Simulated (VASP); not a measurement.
Sc, 1 atom in the cell. It takes space group I4/mmm (No. 139, tetragonal). Conventional cell: a = 3.307 Å, b = 3.307 Å, c = 4.473 Å, α = 90.00°, β = 90.00°, γ = 90.00°. Sc (site symmetry 4/mmm) has 12 Sc at 3.24 to 3.31 Å within 4.3 Å.  This cell differs from its parent crystal: strain +0.030 along x and y, -0.015 along z.

- Program: VASP 6.6.1
- Task: single point
- Functional: LDA
- Potentials or basis: VASP PAW LDA potentials, release 64 (Sc_sv)
- Cutoff: 520 eV
- k mesh: 18 × 18 × 18
- Occupations: gaussian, width 0.15 eV
- Spin: no spin polarisation
- Dipole correction: no
- Further INCAR settings: ALGO = Normal; EDIFF = 1e-06; NBANDS = 12

Potentials or basis: VASP PAW LDA potentials, release 64 (Sc_sv).

Command:

```bash
$ cat potpaw_LDA.64/Sc_sv/POTCAR > POTCAR
$ mpirun -np 1 vasp_std > vasp.out
```

Hardware: 1 thread of Intel(R) Xeon(R) 6975P-C (Granite Rapids), on a shared host.

**Question.** Estimate the wall time of this run.

**Answer.** Wall time 38 s on 1 thread of Intel(R) Xeon(R) 6975P-C (Granite Rapids), on a shared host, peak memory 0.24 GiB. Counts: scf iterations 12, k points 480.
